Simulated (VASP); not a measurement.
# BaTiO3 in VASP: further runs

Runs on BaTiO3. Level: PBE+U. Tasks: single point.

Everything below comes from runs of VASP 6.6.1. Logs are shortened: lines on timing, memory, paths and dates and some standing lists are left out, and cuts for length are marked.

### Step 1. The cell of the first run

Symmetry: P4mm, No. 99, tetragonal system. The conventional cell has a = 4.062 Å, b = 4.062 Å, c = 4.062 Å, α = 90.00°, β = 90.00°, γ = 90.00°. Within 3.7 Å of Ba (site symmetry 4mm) lie 12 O at 2.83 to 2.91 Å and 8 Ti at 3.48 to 3.56 Å. Within 2.5 Å of Ti (site symmetry 4mm) lie 6 O at 1.85 to 2.21 Å. Within 2.5 Å of O (site symmetry 4mm) lie 2 Ti at 1.85 to 2.21 Å. Within 2.7 Å of O (site symmetry 2mm) lie 2 Ti at 2.03 Å.

### Step 2. Single point, PBE+U (atoms displaced along a vibrational mode, the cell strained)

Input file INCAR:

```
SYSTEM = BaTiO3
PREC = Accurate
ENCUT = 520
EDIFF = 1E-6
ISMEAR = 0
SIGMA = 0.05
LREAL = .False.
LASPH = .True.
NELM = 150
ALGO = Normal
ISIF = 2
LWAVE = .False.
LCHARG = .False.
LMAXMIX = 4
LDAU = .True.
LDAUTYPE = 2
LDAUL = -1 2 -1
LDAUU = 0 4 0
LDAUJ = 0 0 0
LDAUPRINT = 1
GGA = PE
NBANDS = 28
```

Input file KPOINTS:

```
Automatic mesh
0
Gamma
  8 8 8
  0 0 0
```

Input file POSCAR:

```
BaTiO3
1.0
    4.0622910132      0.0000000000      0.0000000000
    0.0000000000      4.0622910132      0.0000000000
    0.0000000000      0.0000000000      4.0622910132
Ba Ti O
1 1 3
Direct
    0.5004578627      0.5000000000      0.5000000000
    0.0169457659      0.0000000000      0.0000000000
    0.4724487242      0.0000000000      0.0000000000
   -0.0135391909      0.5000000000      0.0000000000
   -0.0135391909      0.0000000000      0.5000000000
```

Potentials or basis: VASP PAW PBE potentials, release 64 (Ba_sv, Ti_sv, O).

On the command line:

```
$ cat potpaw_PBE.64/Ba_sv/POTCAR potpaw_PBE.64/Ti_sv/POTCAR potpaw_PBE.64/O/POTCAR > POTCAR
$ mpirun -np 1 vasp_std > vasp.out
```

OUTCAR:

```text
SYSTEM = BaTiO3
   PREC = Accurate
   ENCUT = 520
   EDIFF = 1E-6
   ISMEAR = 0
   LREAL = .False.
   LASPH = .True.
   NELM = 150
   ISIF = 2
   GGA = PE

 ion  position               nearest neighbor table
   1  0.500  0.500  0.500-   4 2.83   5 2.83   4 2.83   5 2.83   3 2.87   3 2.87   3 2.87   3 2.87
                             4 2.91   5 2.91   4 2.91   5 2.91   2 3.48   2 3.48   2 3.48   2 3.48
   2  0.017  0.000  0.000-   3 1.85   4 2.03   5 2.03   5 2.03   4 2.03   3 2.21   1 3.48   1 3.48
                             1 3.48   1 3.48   1 3.56   1 3.56   1 3.56   1 3.56
   3  0.472  0.000  0.000-   2 1.85   2 2.21   1 2.87   1 2.87   1 2.87   1 2.87
   4  0.986  0.500  0.000-   2 2.03   2 2.03   1 2.83   1 2.83   1 2.91   1 2.91
   5  0.986  0.000  0.500-   2 2.03   2 2.03   1 2.83   1 2.83   1 2.91   1 2.91

  LATTYP: Found a simple cubic cell.
 ALAT       =     4.0622910132

  Lattice vectors:

 A1 = (   4.0622910132,   0.0000000000,   0.0000000000)
 A2 = (   0.0000000000,   4.0622910132,   0.0000000000)
 A3 = (   0.0000000000,   0.0000000000,   4.0622910132)

Analysis of symmetry for initial positions (statically):
=====================================================================
 Subroutine PRICEL returns:
 Original cell was already a primitive cell.

 Routine SETGRP: Setting up the symmetry group for a
 simple cubic supercell.

 Subroutine GETGRP returns: Found  8 space group operations
 (whereof  8 operations were pure point group operations)
 out of a pool of 48 trial point group operations.

The static configuration has the point symmetry C_4v.

Analysis of symmetry for dynamics (positions and initial velocities):
=====================================================================
 Subroutine PRICEL returns:
 Original cell was already a primitive cell.

 Routine SETGRP: Setting up the symmetry group for a
 simple cubic supercell.

 Subroutine GETGRP returns: Found  8 space group operations
 (whereof  8 operations were pure point group operations)
 out of a pool of 48 trial point group operations.

The dynamic configuration has the point symmetry C_4v.

 Subroutine INISYM returns: Found  8 space group operations
 (whereof  8 operations are pure point group operations),
 and found     1 'primitive' translations

----------------------------------------------------------------------------------------

                                     Primitive cell

  volume of cell :      67.0368

  direct lattice vectors                    reciprocal lattice vectors
     4.062291013  0.000000000  0.000000000     0.246166510  0.000000000  0.000000000
     0.000000000  4.062291013  0.000000000     0.000000000  0.246166510  0.000000000
     0.000000000  0.000000000  4.062291013     0.000000000  0.000000000  0.246166510

  length of vectors
     4.062291013  4.062291013  4.062291013     0.246166510  0.246166510  0.246166510

  position of ions in fractional coordinates (direct lattice)
     0.500457863  0.500000000  0.500000000
     0.016945766  0.000000000  0.000000000
     0.472448724  0.000000000  0.000000000
     0.986460809  0.500000000  0.000000000
     0.986460809  0.000000000  0.500000000

  ion indices of the primitive-cell ions
   primitive index   ion index
                 1           1
                 2           2
                 3           3
                 4           4
                 5           5

----------------------------------------------------------------------------------------

 KPOINTS: Automatic mesh

[... 26 lines left out ...]
  0.000000  0.125000  0.000000      4.000000
  0.250000  0.000000  0.000000      2.000000
  0.000000  0.250000  0.000000      4.000000
  0.375000  0.000000  0.000000      2.000000
[... 16 lines left out ...]
  0.375000  0.250000  0.000000      8.000000
  0.000000  0.375000  0.250000      8.000000
 [... further k-points ...]
   k-points           NKPTS =     75   k-points in BZ     NKDIM =     75   number of bands    NBANDS=     28
   number of dos      NEDOS =    301   number of ions     NIONS =      5
   total plane-waves  NPLWV =  27000
   dimension x,y,z NGX =    30 NGY =   30 NGZ =   30
   dimension x,y,z NGXF=    60 NGYF=   60 NGZF=   60
   ions per type =               1   1   3
   NGX,Y,Z   is equivalent  to a cutoff of  12.28, 12.28, 12.28 a.u.
   NGXF,Y,Z  is equivalent  to a cutoff of  24.55, 24.55, 24.55 a.u.
 SYSTEM =  BaTiO3
   PREC   = accura    normal or accurate (medium, high low for compatibility)
   ISTART =      0    job   : 0-new  1-cont  2-samecut
   ICHARG =      2    charge: 1-file 2-atom 10-const
   ISPIN  =      1    spin polarized calculation?
   LNONCOLLINEAR =      F non collinear calculations
   LSORBIT =      F    spin-orbit coupling
   LASPH  =      T    aspherical Exc in radial PAW
   ENCUT  =  520.0 eV  38.22 Ry    6.18 a.u.   7.55  7.55  7.55*2*pi/ulx,y,z
   NELM   =    150;   NELMIN=  2; NELMDL= -5     # of ELM steps
   EDIFF  = 0.1E-05   stopping-criterion for ELM
   LREAL  =      F    real-space projection
[... 7 lines left out ...]
   TEBEG  =    0.0;   TEEND  =   0.0 temperature during run
   PSTRESS=    0.0 pullay stress
   NELECT =      40.0000    total number of electrons
   NUPDOWN=      -1.0000    fix difference up-down
   EMIN   =  10.00;   EMAX   =-10.00  energy-range for DOS
   EFERMI =   0.00;   METHOD = LEGACY
   ISMEAR =     0;   SIGMA  =   0.05  broadening in eV -4-tet -1-fermi 0-gaus
   EFERMI_NEDOS =   21; number of points for ismear=-14 and -15
   IALGO  =     38    algorithm
   IMIX   =      4    mixing-type and parameters
     AMIX     =   0.40;   BMIX     =  1.00
     AMIX_MAG =   1.60;   BMIX_MAG =  1.00
  volume/ion in A,a.u.               =      13.41        90.48
  Fermi-wavevector in a.u.,A,eV,Ry     =   1.378237  2.604490 25.844760  1.899536
  Thomas-Fermi vector in A             =   2.503317
   LORBIT       =      0    0 simple, 1 ext, 2 COOP (PROOUT), +10 PAW based schemes
 LDA+U is selected, type is set to LDAUTYPE =  2
   angular momentum for each species LDAUL =    -1    2   -1
   U (eV)           for each species LDAUU =   0.0  4.0  0.0
   J (eV)           for each species LDAUJ =   0.0  0.0  0.0
   GGA     = PE    functional components
   LHFCALC =     F    Hartree Fock is set to
   AEXX    =    0.0000 exact exchange contribution
   IVDW    =     0    specifies the selected vdW correction
   LEPSILON=     F    determine dielectric tensor
   LRPA    =     F    only Hartree local field effects (RPA)
 non-spin polarized calculation
 Gauss-broadening in eV      SIGMA  =   0.05
  energy-cutoff  :      520.00
  volume of cell :       67.04
 maximum number of plane-waves:      1856
   NGX = 15   NGY = 15   NGZ = 15

atom =   2  type =  2  l = 2

 onsite density matrix

spin component  1

  0.1116  0.0000 -0.0000  0.0000  0.0000
  0.0000  0.0980  0.0000  0.0000  0.0000
 -0.0000  0.0000  0.2295  0.0000 -0.0109
  0.0000  0.0000  0.0000  0.1116 -0.0000
  0.0000  0.0000 -0.0109 -0.0000  0.2420

spin component  2

  0.1116  0.0000 -0.0000  0.0000  0.0000
  0.0000  0.0980  0.0000  0.0000  0.0000
 -0.0000  0.0000  0.2295  0.0000 -0.0109
  0.0000  0.0000  0.0000  0.1116 -0.0000
  0.0000  0.0000 -0.0109 -0.0000  0.2420

 occupancies and eigenvectors

  o =  0.0980  v =  0.0000 -1.0000 -0.0000  0.0000  0.0000  0.0000  0.0000  0.0000  0.0000  0.0000      0.0000  0.0000  0.0000  0.0000  0.0000  0.0000  0.0000  0.0000  0.0000  0.0000
  o =  0.0980  v =  0.0000  0.0000  0.0000  0.0000  0.0000  0.0000 -1.0000 -0.0000  0.0000  0.0000      0.0000  0.0000  0.0000  0.0000  0.0000  0.0000  0.0000  0.0000  0.0000  0.0000
  o =  0.1116  v =  0.0000  0.0000  0.0000  0.0000  0.0000  0.0000 -0.0000  0.0000 -1.0000 -0.0000      0.0000  0.0000  0.0000  0.0000  0.0000  0.0000  0.0000  0.0000  0.0000  0.0000
  o =  0.1116  v =  0.0000 -0.0000  0.0000 -1.0000 -0.0000  0.0000  0.0000  0.0000  0.0000  0.0000      0.0000  0.0000  0.0000  0.0000  0.0000  0.0000  0.0000  0.0000  0.0000  0.0000
  o =  0.1116  v =  0.0000  0.0000  0.0000  0.0000  0.0000  1.0000  0.0000  0.0000  0.0000  0.0000      0.0000  0.0000  0.0000  0.0000  0.0000  0.0000  0.0000  0.0000  0.0000  0.0000
  o =  0.1116  v =  1.0000  0.0000  0.0000  0.0000  0.0000  0.0000  0.0000  0.0000  0.0000  0.0000      0.0000  0.0000  0.0000  0.0000  0.0000  0.0000  0.0000  0.0000  0.0000  0.0000
  o =  0.2232  v =  0.0000  0.0000  0.8660 -0.0000  0.5000  0.0000  0.0000  0.0000  0.0000  0.0000      0.0000  0.0000  0.0000  0.0000  0.0000  0.0000  0.0000  0.0000  0.0000  0.0000
  o =  0.2232  v =  0.0000  0.0000  0.0000  0.0000  0.0000  0.0000  0.0000  0.8660 -0.0000  0.5000      0.0000  0.0000  0.0000  0.0000  0.0000  0.0000  0.0000  0.0000  0.0000  0.0000
  o =  0.2483  v =  0.0000  0.0000  0.0000  0.0000  0.0000  0.0000  0.0000 -0.5000 -0.0000  0.8660      0.0000  0.0000  0.0000  0.0000  0.0000  0.0000  0.0000  0.0000  0.0000  0.0000
  o =  0.2483  v =  0.0000  0.0000 -0.5000 -0.0000  0.8660  0.0000  0.0000  0.0000  0.0000  0.0000      0.0000  0.0000  0.0000  0.0000  0.0000  0.0000  0.0000  0.0000  0.0000  0.0000

 number of electron      39.9999988 magnetization

 Free energy of the ion-electron system (eV)
  ---------------------------------------------------
  ext. energy  EPLUGINS =         0.00000000
  ---------------------------------------------------
  free energy    TOTEN  =       -37.31579718 eV

  energy without entropy =      -37.31579718  energy(sigma->0) =      -37.31579718

 E-fermi :   3.9834     XC(G=0): -11.0240

 val. band max:        3.7015411451   @ k =   0.5000   0.5000   0.5000
 cond. band min:       5.8942877297   @ k =   0.0000   0.0000   0.0000
 fundamental gap:      2.1927465846
 Fermi energy:         3.9833685768

 k-point     1 :       0.0000    0.0000    0.0000
  band No.  band energies     occupation
      1     -54.1197      2.00000
      2     -30.3245      2.00000
      3     -30.2629      2.00000
      4     -30.2629      2.00000
      5     -21.3213      2.00000
      6     -13.2285      2.00000
[... 733 lines left out ...]
     27      11.5773      0.00000
     28      11.8730      0.00000

 [... further k-points ...]
[... 5 lines left out ...]
  --------------------------------------------------------------------------------------
  -------------------------------------------------------------------------------------
  Total        1.8776762     -0.0500241     -0.0500241      0.0000000      0.0000000     -0.0000000
  in kB       44.8764193     -1.1955755     -1.1955755      0.0000000      0.0000000     -0.0000000
  external PRESSURE =      14.1617561 kB  Pullay stress =       0.0000000 kB

 VOLUME and BASIS-vectors are now :
 -----------------------------------------------------------------------------
  energy-cutoff  :      520.00
  volume of cell :       67.04
      direct lattice vectors                 reciprocal lattice vectors
     4.062291013  0.000000000  0.000000000     0.246166510  0.000000000  0.000000000
     0.000000000  4.062291013  0.000000000     0.000000000  0.246166510  0.000000000
     0.000000000  0.000000000  4.062291013     0.000000000  0.000000000  0.246166510

 POSITION                                       TOTAL-FORCE (eV/Angst)
 -----------------------------------------------------------------------------------
      2.03301      2.03115      2.03115         0.037183     -0.000000      0.000000
      0.06884      0.00000      0.00000        -0.692488      0.000000     -0.000000
      1.91922      0.00000      0.00000         0.706536     -0.000000     -0.000000
      4.00729      2.03115      0.00000        -0.025615      0.000000      0.000000
      4.00729      0.00000      2.03115        -0.025615     -0.000000     -0.000000
 -----------------------------------------------------------------------------------
    total drift:                               -0.000422      0.000000      0.000007

  FREE ENERGIE OF THE ION-ELECTRON SYSTEM (eV)
  ---------------------------------------------------
  free  energy   TOTEN  =       -37.3157971807 eV

  energy  without entropy=      -37.3157971807  energy(sigma->0) =      -37.31579718
```

It took 2.3 min on 1 thread of AMD EPYC 7R13 (Zen 3), shared host; peak memory 0.24 GiB.

Results:

```
Free energy            : -37.3158 eV
Pressure               : 1.4 GPa
Largest force          : 0.707 eV/Å
Band gap on the k mesh : 2.19 eV (least direct gap 2.59 eV)
```

Forces on the atoms (eV/Å):
```
Ba   0.037  0.000  0.000
Ti  -0.692  0.000  0.000
O    0.707  0.000  0.000
O   -0.026  0.000  0.000
O   -0.026  0.000  0.000
```

Levels at points of the mesh, in eV from the valence-band top:
| k point | band 16 | band 17 | band 18 | band 19 | band 20 | band 21 | band 22 | band 23 | band 24 | band 25 |
| --- | --- | --- | --- | --- | --- | --- | --- | --- | --- | --- |
| (0.00, 0.00, 0.00) | -1.32 | -1.08 | -0.49 | -0.40 | -0.40 | 2.19 | 2.46 | 2.46 | 3.79 | 3.96 |
| (0.50, 0.00, 0.00) | -2.00 | -1.93 | -1.87 | -0.78 | -0.78 | 2.37 | 3.79 | 3.86 | 3.86 | 5.65 |
| (0.00, 0.50, 0.00) | -1.87 | -1.67 | -1.55 | -1.12 | -1.01 | 2.59 | 3.74 | 3.77 | 3.88 | 5.44 |
| (0.50, 0.50, 0.00) | -2.46 | -1.90 | -0.94 | -0.91 | -0.23 | 3.78 | 3.88 | 4.18 | 4.51 | 7.18 |
| (0.00, 0.50, 0.50) | -2.56 | -2.00 | -1.13 | -1.13 | -0.09 | 3.80 | 3.80 | 4.18 | 4.37 | 7.17 |
| (0.50, 0.50, 0.50) | -2.48 | -2.31 | -0.15 | -0.15 | 0.00 | 4.38 | 4.40 | 4.40 | 6.14 | 6.43 |

Eigenvalues of the final occupation matrices:
| site | spin | trace | eigenvalues |
| --- | --- | --- | --- |
| site 2 d | 1 | 0.79 | 0.10 0.11 0.11 0.22 0.25 |
| site 2 d | 2 | 0.79 | 0.10 0.11 0.11 0.22 0.25 |

Caveat: the cell differs from its parent crystal (atoms displaced along a vibrational mode, the cell strained); spin-orbit coupling is left out, which moves the levels of the heavy elements.

### Step 3. Single point, PBE+U

This run uses another cell than the first one, of 13.75 Å³/atom.

Input file INCAR:

```
SYSTEM = BaTiO3
PREC = Accurate
ENCUT = 1340
EDIFF = 1E-6
ISMEAR = 0
SIGMA = 0.05
LREAL = .FALSE.
LASPH = .TRUE.
NELM = 200
ALGO = Normal
ISIF = 2
LWAVE = .FALSE.
LCHARG = .FALSE.
LMAXMIX = 4
LDAU = .TRUE.
LDAUTYPE = 2
LDAUL = -1 2 -1
LDAUU = 0 4 0
LDAUJ = 0 0 0
LDAUPRINT = 1
GGA = PE
NBANDS = 28
GGA_COMPAT = .FALSE.
```

Input file KPOINTS:

```
regular mesh
0
G
  8 8 8
  0 0 0
```

Input file POSCAR:

```
BaTiO3
1.0
    4.0961333662      0.0000000000      0.0000000000
    0.0000000000      4.0961333662      0.0000000000
    0.0000000000      0.0000000000      4.0961333662
Ba Ti O
1 1 3
Direct
    0.5000000000      0.5000000000      0.5000000000
    0.0000000000      0.0000000000      0.0000000000
    0.5000000000      0.0000000000      0.0000000000
    0.0000000000      0.5000000000      0.0000000000
    0.0000000000      0.0000000000      0.5000000000
```

Potentials or basis: VASP PAW PBE potentials, release 64 (Ba_sv, Ti_sv, O_h).

On the command line:

```
$ cat potpaw_PBE.64/Ba_sv/POTCAR potpaw_PBE.64/Ti_sv/POTCAR potpaw_PBE.64/O_h/POTCAR > POTCAR
$ mpirun -np 1 vasp_std > vasp.out
```

Wall time 4.2 min (1 thread of Intel Xeon Platinum 8375C at 2.90GHz (Ice Lake), shared host); peak memory 0.54 GiB.

The run converged. Its results:

- Free energy: -37.3510 eV
- Pressure: -4.4 GPa
- Band gap on the k mesh: 2.06 eV (least direct gap 2.30 eV)

Levels at points of the mesh, in eV from the valence-band top:
```
           k point  band 18  band 19  band 20  band 21  band 22  band 23
(0.00, 0.00, 0.00)    -0.24    -0.24    -0.24     2.06     2.06     2.06
(0.50, 0.00, 0.00)    -1.66    -0.77    -0.77     2.21     3.50     3.56
(0.50, 0.50, 0.00)    -0.92    -0.92    -0.08     3.57     3.57     3.97
(0.50, 0.50, 0.50)     0.00     0.00     0.00     4.16     4.16     4.16
```

Eigenvalues of the final occupation matrices:
| site | spin | trace | eigenvalues |
| --- | --- | --- | --- |
| site 2 d | 1 | 0.75 | 0.10 0.10 0.10 0.22 0.22 |
| site 2 d | 2 | 0.75 | 0.10 0.10 0.10 0.22 0.22 |

Caveat: the cell stands under tension; spin-orbit coupling is left out, which moves the levels of the heavy elements. A k mesh can miss the band edges.

(Continued in part 2 of 2.)
